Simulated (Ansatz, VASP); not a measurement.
**W4C5: VASP beside Ansatz**

```
CELL_PARAMETERS angstrom
2.92177 0.00000 0.00000
-1.46089 2.53033 0.00000
0.00000 0.00000 26.38831
ATOMIC_POSITIONS crystal
C 0.66667 0.33333 0.28422
C 0.66667 0.33333 0.39211
C 0.66667 0.33333 0.50000
C 0.66667 0.33333 0.60789
C 0.66667 0.33333 0.71578
W 0.00000 0.00000 0.33816
W 0.00000 0.00000 0.44605
W 0.00000 0.00000 0.55395
W 0.00000 0.00000 0.66184
```

Alike in both runs: task single point; functional PBE; k mesh 1 × 1 × 1; occupations gaussian, width 0.1 eV; no spin polarisation.

|  | VASP | Ansatz |
| --- | --- | --- |
| version | VASP 6.6.1 | Ansatz 0.2.0 |
| potentials or method | VASP PAW PBE potentials, release 64 (C, W_sv), cutoff 520 eV | scalar-relativistic, plane waves, PAW |
| valence electrons in the cell | 76 | 76 |

VASP gave:

```
rms of the force components (eV/Å) : 2.557
```

Estimate Ansatz's values.

rms of the force components (eV/Å): 2.554.

Spin-orbit coupling is off throughout.
